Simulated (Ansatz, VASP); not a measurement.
**One calculation of HfO2, two programs**

```
Hf O
1.0
     5.21946    0.00000    0.00000
     0.00000    5.00476    0.00000
     0.00000    0.00000    5.03269
Hf O
4 8
Direct
  0.96699 0.73252 0.74144
  0.53301 0.73252 0.24144
  0.46699 0.26748 0.74144
  0.03301 0.26748 0.24144
  0.63213 0.92865 0.87927
  0.86787 0.92865 0.37927
  0.23395 0.53988 0.49229
  0.26605 0.53988 0.99229
  0.76605 0.46012 0.99229
  0.73395 0.46012 0.49229
  0.13213 0.07135 0.87927
  0.36787 0.07135 0.37927
```

Alike in both runs: task relaxation of cell and atoms; functional RPBE; dispersion D3(BJ); k mesh 5 × 6 × 5; occupations fermi-dirac, width 0.05 eV; no spin polarisation.

```csv
,VASP,Ansatz
version,VASP 6.6.1,Ansatz 0.2.0
potentials or method,"VASP PAW PBE potentials, release 64 (Hf_pv, O)",Ansatz PAW
plane-wave cutoff (eV),600,420
valence electrons in the cell,88,152
```

```tsv
	VASP	Ansatz	Ansatz less VASP
relaxed volume (Å³/atom)	10.30	10.44	+0.146
relaxed length of the cell vector where the two differ most in proportion (Å)	5.150	5.175	+0.0250
```

VASP's potentials were made for PBE, not for RPBE. VASP's potentials hold 88 valence electrons a cell and Ansatz's 152, so a difference there can come from the potentials and not from the codes.

Spin-orbit coupling is off throughout. Noted on Ansatz's run: odd divisions of the mesh miss points on the zone boundary, where band edges often lie, so the gap on the mesh can be too wide; the plane-wave basis is chosen anew once the cell has moved, so the energies of steps on either side of that aren't comparable.
